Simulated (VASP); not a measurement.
# AlN (Pm-3m) in VASP: notebook

The runs below take AlN through single point, relaxation of cell and atoms, with r2SCAN.

All numbers are computed with VASP 6.6.1; they aren't measurements. Logs are shortened: lines on timing, memory, paths and dates and some standing lists are left out, and cuts for length are marked.

## (1) The cell of the first run

The structure is cubic, space group Pm-3m (No. 221). The conventional cell has a = 2.584 Å, b = 2.584 Å, c = 2.584 Å, α = 90.00°, β = 90.00°, γ = 90.00°. Within 3.0 Å of Al (site symmetry m-3m) lie 8 N at 2.24 Å and 6 Al at 2.58 Å. Within 3.0 Å of N (site symmetry m-3m) lie 8 Al at 2.24 Å and 6 N at 2.58 Å.

## (2) Single point, r2SCAN

File POSCAR:

```
AlN
1.0
    2.5838629913      0.0000000000      0.0000000000
    0.0000000000      2.5838629913      0.0000000000
    0.0000000000      0.0000000000      2.5838629913
Al N
1 1
Direct
    0.0000000000      0.0000000000      0.0000000000
    0.5000000000      0.5000000000      0.5000000000
```

File INCAR.step1:

```
SYSTEM = AlN
PREC = Accurate
ENCUT = 520
ISMEAR = 0
SIGMA = 0.1
LREAL = .False.
LASPH = .True.
NELM = 60
NBANDS = 11
GGA = PE
ALGO = Normal
EDIFF = 1E-4
LWAVE = .True.
LCHARG = .False.
```

File INCAR.step2:

```
SYSTEM = AlN
PREC = Accurate
ENCUT = 520
EDIFF = 1E-7
ISMEAR = 0
SIGMA = 0.1
LREAL = .False.
LASPH = .True.
NELM = 60
ALGO = Normal
ISIF = 2
LWAVE = .False.
LCHARG = .False.
METAGGA = R2SCAN
LMIXTAU = .True.
NBANDS = 11
ISTART = 1
```

File KPOINTS:

```
regular mesh
0
Gamma
  6 6 6
  0 0 0
```

Potentials or basis: VASP PAW PBE potentials, release 64 (Al, N).

Command:

```sh
cat potpaw_PBE.64/Al/POTCAR potpaw_PBE.64/N/POTCAR > POTCAR
cp INCAR.step1 INCAR
mpirun -np 1 vasp_std > vasp.out
cp INCAR.step2 INCAR
mpirun -np 1 vasp_std > vasp.out
```

OUTCAR:

```text
SYSTEM = AlN
   PREC = Accurate
   ENCUT = 520
   EDIFF = 1E-7
   ISMEAR = 0
   LREAL = .False.
   LASPH = .True.
   NELM = 60
   ISIF = 2
   METAGGA = R2SCAN
   ISTART = 1

 ion  position               nearest neighbor table
   1  0.000  0.000  0.000-   2 2.24   2 2.24   2 2.24   2 2.24   2 2.24   2 2.24   2 2.24   2 2.24

   2  0.500  0.500  0.500-   1 2.24   1 2.24   1 2.24   1 2.24   1 2.24   1 2.24   1 2.24   1 2.24

  LATTYP: Found a simple cubic cell.
 ALAT       =     2.5838629913

  Lattice vectors:

 A1 = (   2.5838629913,   0.0000000000,   0.0000000000)
 A2 = (   0.0000000000,   2.5838629913,   0.0000000000)
 A3 = (   0.0000000000,   0.0000000000,   2.5838629913)

Analysis of symmetry for initial positions (statically):
=====================================================================
 Subroutine PRICEL returns:
 Original cell was already a primitive cell.

 Routine SETGRP: Setting up the symmetry group for a
 simple cubic supercell.

 Subroutine GETGRP returns: Found 48 space group operations
[... 9 lines left out ...]

 Routine SETGRP: Setting up the symmetry group for a
 simple cubic supercell.

 Subroutine GETGRP returns: Found 48 space group operations
[... 11 lines left out ...]
                                     Primitive cell

  volume of cell :      17.2508

  direct lattice vectors                    reciprocal lattice vectors
     2.583862991  0.000000000  0.000000000     0.387017424  0.000000000  0.000000000
     0.000000000  2.583862991  0.000000000     0.000000000  0.387017424  0.000000000
     0.000000000  0.000000000  2.583862991     0.000000000  0.000000000  0.387017424

  length of vectors
     2.583862991  2.583862991  2.583862991     0.387017424  0.387017424  0.387017424

  position of ions in fractional coordinates (direct lattice)
     0.000000000  0.000000000  0.000000000
     0.500000000  0.500000000  0.500000000

  ion indices of the primitive-cell ions
   primitive index   ion index
                 1           1
                 2           2

----------------------------------------------------------------------------------------

 KPOINTS: regular mesh

Automatic generation of k-mesh.
 Grid dimensions read from file:
 generate k-points for:    6    6    6

 Generating k-lattice:

  Cartesian coordinates                     Fractional coordinates (reciprocal lattice)
     0.064502904  0.000000000  0.000000000     0.166666667  0.000000000  0.000000000
     0.000000000  0.064502904  0.000000000     0.000000000  0.166666667  0.000000000
     0.000000000  0.000000000  0.064502904     0.000000000  0.000000000  0.166666667

  Length of vectors
     0.064502904  0.064502904  0.064502904

  Shift w.r.t. Gamma in fractional coordinates (k-lattice)
     0.000000000  0.000000000  0.000000000

 Subroutine IBZKPT returns following result:
 ===========================================

 Found     20 irreducible k-points:

 Following reciprocal coordinates:
            Coordinates               Weight
  0.000000  0.000000  0.000000      1.000000
  0.166667  0.000000  0.000000      6.000000
  0.333333  0.000000  0.000000      6.000000
  0.500000  0.000000  0.000000      3.000000
  0.166667  0.166667  0.000000     12.000000
  0.333333  0.166667  0.000000     24.000000
[... 12 lines left out ...]
  0.500000  0.500000  0.333333      6.000000
  0.500000  0.500000  0.500000      1.000000
   k-points           NKPTS =     20   k-points in BZ     NKDIM =     20   number of bands    NBANDS=     11
   number of dos      NEDOS =    301   number of ions     NIONS =      2
   total plane-waves  NPLWV =   8000
   dimension x,y,z NGX =    20 NGY =   20 NGZ =   20
   dimension x,y,z NGXF=    40 NGYF=   40 NGZF=   40
   ions per type =               1   1
   NGX,Y,Z   is equivalent  to a cutoff of  12.87, 12.87, 12.87 a.u.
   NGXF,Y,Z  is equivalent  to a cutoff of  25.74, 25.74, 25.74 a.u.
 SYSTEM =  AlN
   PREC   = accura    normal or accurate (medium, high low for compatibility)
   ISTART =      1    job   : 0-new  1-cont  2-samecut
   ICHARG =      0    charge: 1-file 2-atom 10-const
   ISPIN  =      1    spin polarized calculation?
   LNONCOLLINEAR =      F non collinear calculations
   LSORBIT =      F    spin-orbit coupling
   LASPH  =      T    aspherical Exc in radial PAW
   ENCUT  =  520.0 eV  38.22 Ry    6.18 a.u.   4.80  4.80  4.80*2*pi/ulx,y,z
   NELM   =     60;   NELMIN=  2; NELMDL=  0     # of ELM steps
   EDIFF  = 0.1E-06   stopping-criterion for ELM
   LREAL  =      F    real-space projection
   EDIFFG = 0.1E-05   stopping-criterion for IOM
   NSW    =      0    number of steps for IOM
   IBRION =     -1    ionic relax: 0-MD 1-quasi-New 2-CG
   NFREE  =      0    steps in history (QN), initial steepest desc. (CG)
   ISIF   =      2    stress and relaxation
   ISYM   =      2    0-nonsym 1-usesym 2-fastsym
   POTIM  = 0.5000    time-step for ionic-motion
   TEBEG  =    0.0;   TEEND  =   0.0 temperature during run
   PSTRESS=    0.0 pullay stress
   NELECT =       8.0000    total number of electrons
   NUPDOWN=      -1.0000    fix difference up-down
   EMIN   =  10.00;   EMAX   =-10.00  energy-range for DOS
   EFERMI =   0.00;   METHOD = LEGACY
   ISMEAR =     0;   SIGMA  =   0.10  broadening in eV -4-tet -1-fermi 0-gaus
   EFERMI_NEDOS =   21; number of points for ismear=-14 and -15
   IALGO  =     38    algorithm
   IMIX   =      4    mixing-type and parameters
     AMIX     =   0.40;   BMIX     =  1.00
     AMIX_MAG =   1.60;   BMIX_MAG =  1.00
  volume/ion in A,a.u.               =       8.63        58.21
  Fermi-wavevector in a.u.,A,eV,Ry     =   1.267171  2.394607 21.847191  1.605723
  Thomas-Fermi vector in A             =   2.400333
   LORBIT       =      0    0 simple, 1 ext, 2 COOP (PROOUT), +10 PAW based schemes
   METAGGA = R2SCAN    functional components
   LHFCALC =     F    Hartree Fock is set to
   AEXX    =    0.0000 exact exchange contribution
   IVDW    =     0    specifies the selected vdW correction
   LEPSILON=     F    determine dielectric tensor
   LRPA    =     F    only Hartree local field effects (RPA)
 non-spin polarized calculation
 Gauss-broadening in eV      SIGMA  =   0.10
  energy-cutoff  :      520.00
  volume of cell :       17.25
 maximum number of plane-waves:       480
 NGX is ok and might be reduce to    20
   NGX =  9   NGY =  9   NGZ =  9

 number of electron       7.9999999 magnetization

 Free energy of the ion-electron system (eV)
  ---------------------------------------------------
  ext. energy  EPLUGINS =         0.00000000
  ---------------------------------------------------
  free energy    TOTEN  =       -15.42258068 eV

  energy without entropy =      -15.41944615  energy(sigma->0) =      -15.42101341

 E-fermi :  11.4267     XC(G=0): -12.9419

 val. band max:       11.4266547249   @ k =   0.5000   0.3333   0.0000
 cond. band min:      11.7474574876   @ k =   0.5000   0.5000   0.0000
 fundamental gap:      0.3208027627
 Fermi energy:        11.4266551395

 k-point     1 :       0.0000    0.0000    0.0000
  band No.  band energies     occupation
      1      -8.4125      2.00000
      2       9.4895      2.00000
      3       9.4895      2.00000
      4       9.4895      2.00000
      5      12.7374      0.00000
      6      17.8989      0.00000
      7      17.8989      0.00000
      8      28.5208      0.00000
      9      28.5208      0.00000
     10      28.5208      0.00000
     11      35.3924      0.00000

 k-point     2 :       0.1667    0.0000    0.0000
  band No.  band energies     occupation
      1      -7.9305      2.00000
      2       6.3680      2.00000
      3       9.7359      2.00000
      4       9.7359      2.00000
      5      14.0909      0.00000
      6      18.4964      0.00000
      7      19.6978      0.00000
      8      27.4045      0.00000
      9      27.4045      0.00000
     10      28.7943      0.00000
     11      34.1719      0.00000

 k-point     3 :       0.3333    0.0000    0.0000
  band No.  band energies     occupation
      1      -6.6561      2.00000
      2       2.3919      2.00000
      3      10.2877      2.00000
      4      10.2877      2.00000
      5      15.5505      0.00000
      6      20.1873      0.00000
      7      20.4563      0.00000
      8      25.1652      0.00000
      9      25.1652      0.00000
     10      29.2014      0.00000
     11      32.1369      0.00000

 k-point     4 :       0.5000    0.0000    0.0000
  band No.  band energies     occupation
      1      -5.6717      2.00000
      2       0.4412      2.00000
      3      10.6018      2.00000
      4      10.6018      2.00000
      5      16.5179      0.00000
      6      19.7224      0.00000
      7      21.7955      0.00000
      8      24.0976      0.00000
      9      24.0976      0.00000
     10      26.3124      0.00000
     11      33.3817      0.00000

 k-point     5 :       0.1667    0.1667    0.0000
  band No.  band energies     occupation
      1      -7.4580      2.00000
      2       6.4146      2.00000
      3       7.1430      2.00000
      4       9.9847      2.00000
      5      15.4805      0.00000
      6      19.0549      0.00000
      7      20.3945      0.00000
      8      25.9950      0.00000
      9      27.0729      0.00000
     10      30.3210      0.00000
     11      31.3844      0.00000
[... 155 lines left out ...]
 k-point    17 :       0.3333    0.3333    0.3333
  band No.  band energies     occupation
      1      -3.6173      2.00000
      2       5.1473      2.00000
      3       5.9416      2.00000
      4       5.9416      2.00000
      5      15.2116      0.00000
      6      15.7595      0.00000
      7      15.7595      0.00000
      8      24.7721      0.00000
      9      28.7032      0.00000
     10      30.0488      0.00000
     11      30.0488      0.00000

 k-point    18 :       0.5000    0.3333    0.3333
  band No.  band energies     occupation
      1      -2.8788      2.00000
      2       4.0637      2.00000
      3       6.2133      2.00000
      4       6.7340      2.00000
      5      13.7772      0.00000
      6      14.0182      0.00000
      7      16.3528      0.00000
      8      23.8098      0.00000
      9      28.7107      0.00000
     10      30.3661      0.00000
     11      30.6504      0.00000

 k-point    19 :       0.5000    0.5000    0.3333
  band No.  band energies     occupation
      1      -2.2096      2.00000
      2       4.9882      2.00000
      3       4.9882      2.00000
      4       7.2034      2.00000
      5      11.9395      0.00000
      6      14.7873      0.00000
      7      14.7873      0.00000
      8      22.1282      0.00000
      9      29.7281      0.00000
     10      30.8776      0.00000
     11      30.8776      0.00000

 k-point    20 :       0.5000    0.5000    0.5000
  band No.  band energies     occupation
      1      -1.5858      2.00000
      2       5.8208      2.00000
      3       5.8208      2.00000
      4       5.8208      2.00000
      5      12.9412      0.00000
      6      12.9412      0.00000
      7      12.9412      0.00000
      8      20.1970      0.00000
      9      31.3147      0.00000
     10      31.3147      0.00000
     11      31.3147      0.00000

------------------------ aborting loop because EDIFF is reached ----------------------------------------

  FORCE on cell =-STRESS in cart. coord.  units (eV):
  Direction    XX          YY          ZZ          XY          YZ          ZX
  --------------------------------------------------------------------------------------
  -------------------------------------------------------------------------------------
  Total       -0.0733995     -0.0733995     -0.0733995     -0.0000000     -0.0000000      0.0000000
  in kB       -6.8170310     -6.8170310     -6.8170310     -0.0000000     -0.0000000      0.0000000
  external PRESSURE =      -6.8170310 kB  Pullay stress =       0.0000000 kB

 VOLUME and BASIS-vectors are now :
 -----------------------------------------------------------------------------
  energy-cutoff  :      520.00
  volume of cell :       17.25
      direct lattice vectors                 reciprocal lattice vectors
     2.583862991  0.000000000  0.000000000     0.387017424  0.000000000  0.000000000
     0.000000000  2.583862991  0.000000000     0.000000000  0.387017424  0.000000000
     0.000000000  0.000000000  2.583862991     0.000000000  0.000000000  0.387017424

 POSITION                                       TOTAL-FORCE (eV/Angst)
 -----------------------------------------------------------------------------------
      0.00000      0.00000      0.00000         0.000000      0.000000      0.000000
      1.29193      1.29193      1.29193         0.000000      0.000000      0.000000
 -----------------------------------------------------------------------------------
    total drift:                                0.000000      0.000000      0.000000

  FREE ENERGIE OF THE ION-ELECTRON SYSTEM (eV)
  ---------------------------------------------------
  free  energy   TOTEN  =       -15.4225806750 eV

  energy  without entropy=      -15.4194461485  energy(sigma->0) =      -15.42101341
```

Run time: 14 s. Hardware: 1 thread of Intel Xeon Platinum 8488C (Sapphire Rapids), shared host; peak memory 0.12 GiB.

What came out:

```yaml
Free_energy: -15.4226 eV
Pressure: -0.7 GPa
Band_gap_on_the_k_mesh: zero (band 4 reaches 11.43 eV, above the bottom of band 5 at 10.57 eV)
```

Caveat: the k points lie up to 0.41 Å⁻¹ apart; the PAW data sets were made with another functional, which shifts forces and pressure a little.

[end of part 1 of 2]
